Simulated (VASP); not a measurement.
Wanted: the native input for a VASP 6.6.1 run.

```
Task                   : single point
Functional             : PBE
Dispersion             : D3(BJ)
Potentials or basis    : VASP PAW PBE potentials, release 64 (O, H, C)
Cutoff                 : 520 eV
k mesh                 : 1 × 1 × 1
Occupations            : fermi-dirac, width 0.02 eV
Spin                   : no spin polarisation
Dipole correction      : no
Further INCAR settings : LREAL = Auto; ALGO = Normal; EDIFF = 1e-07; NBANDS = 39
```

The structure of H10CO6 lies in POSCAR:

```
H10CO6
1.0
    6.1962860000      0.0000000000      0.0000000000
    0.0000000000      6.1962860000      0.0000000000
    0.0000000000      0.0000000000      6.1962860000
O H C
6 10 1
Direct
    0.3703347457      0.2303315244      0.1729907238
    0.3710287098      1.0570041473      0.5519758126
    1.0499353968      0.2566376052      0.8665836277
    0.7183658082      0.9800225490      0.8122930413
    0.8335638478      0.4515446834      0.3499677065
    0.9867846642      0.7315188485      0.5125812462
    0.2360607629      0.2035090052      0.0817102374
    0.4964748238      0.1680684203      0.0954442710
    0.3796306368      1.1447341198      0.4085027709
    0.2553626479      0.9543458775      0.5311246124
    1.1633904568      0.1922280540      0.7799995029
    0.9336722030      0.1411974851      0.8606930022
    0.8024645731      0.8530432585      0.7615852464
    0.6226633180      0.9944182693      0.6902360543
    0.7313736003      0.5687600605      0.3489509684
    1.1312905828      0.4199612478      0.5015100981
    1.0023907870      0.5359500836      0.4666505064
```

The input as run:

INCAR

```
SYSTEM = H10CO6
PREC = Accurate
ENCUT = 520
EDIFF = 1E-7
ISMEAR = -1
SIGMA = 0.02
LREAL = Auto
LASPH = .True.
NELM = 80
ALGO = Normal
ISIF = 2
LWAVE = .False.
LCHARG = .True.
GGA = PE
IVDW = 12
LELF = .True.
LVHAR = .True.
NBANDS = 39
```

KPOINTS

```
regular mesh
0
Gamma
  1 1 1
  0 0 0
```

Potentials or basis: VASP PAW PBE potentials, release 64 (O, H, C).

Launch:

```bash
$ cat potpaw_PBE.64/O/POTCAR potpaw_PBE.64/H/POTCAR potpaw_PBE.64/C/POTCAR > POTCAR
$ mpirun -np 1 vasp_gam > vasp.out
```

Results of the run:

```
Pressure                   : -1.2 GPa
Largest force              : 2.962 eV/Å
Band gap on the k mesh     : 4.72 eV
Dispersion energy per atom : -0.028 eV
```

Caveat: the k points lie up to 1.01 Å⁻¹ apart.

Wall time 33 s on 1 thread of AMD EPYC 7R13 Processor (Zen 3), on a shared host, peak memory 0.28 GiB.
